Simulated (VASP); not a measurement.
Wanted: the native input for a VASP 6.6.1 run.

```
Task                   : single point
Functional             : r2SCAN
Potentials or basis    : VASP PAW PBE potentials, release 64 (Cu)
Cutoff                 : 520 eV
k mesh                 : 22 × 22 × 22
Occupations            : gaussian, width 0.15 eV
Spin                   : no spin polarisation
Dipole correction      : no
Further INCAR settings : ALGO = Normal; EDIFF = 1e-06; NBANDS = 12
```

The system is Cu.

```
CELL_PARAMETERS angstrom
0.00000 1.73972 1.80750
1.87528 0.00000 1.80750
1.87528 1.73972 0.00000
ATOMIC_POSITIONS crystal
Cu 0.00000 0.00000 0.00000
```

This cell differs from its parent crystal: strain +0.0375 x Voigt [1, -1, 0, 0, 0, 0].

These files were run (other wordings do the same):

POSCAR

```
Cu
1.0
    0.0000000000      1.7397187500      1.8075000000
    1.8752812500      0.0000000000      1.8075000000
    1.8752812500      1.7397187500      0.0000000000
Cu
1
Direct
    0.0000000000      0.0000000000      0.0000000000
```

INCAR.step1

```
ALGO = Normal ; EDIFF = 1E-4
ENCUT = 520 ; GGA = PE
ISMEAR = 0 ; LASPH = T
LCHARG = F ; LREAL = F
LWAVE = T ; NBANDS = 12
NELM = 60 ; PREC = Accurate
SIGMA = 0.15
```

INCAR.step2

```
ALGO = Normal ; EDIFF = 1E-6
ENCUT = 520 ; ISIF = 2
ISMEAR = 0 ; ISTART = 1
LASPH = T ; LCHARG = F
LMIXTAU = T ; LREAL = F
LWAVE = F ; METAGGA = R2SCAN
NBANDS = 12 ; NELM = 60
PREC = Accurate ; SIGMA = 0.15
```

KPOINTS

```
k-points
0
Gamma
  22 22 22
```

Potentials or basis: VASP PAW PBE potentials, release 64 (Cu).

Run with:

```sh
$ cat potpaw_PBE.64/Cu/POTCAR > POTCAR
$ cp INCAR.step1 INCAR
$ mpirun -np 1 vasp_std > vasp.out
$ cp INCAR.step2 INCAR
$ mpirun -np 1 vasp_std > vasp.out
```

It gave:

```
Pressure               : -3.9 GPa
Band gap on the k mesh : zero (an odd number of electrons rules out a gap without spin polarisation)
```

Caveat: the cell differs from its parent crystal (strain +0.0375 x Voigt [1, -1, 0, 0, 0, 0]); the cell stands under tension; the PAW data sets were made with another functional, which shifts forces and pressure a little.

It took 8 min on 1 thread of AMD EPYC 9R45 96-Core Processor (Zen 5), on a shared host, peak memory 0.28 GiB.
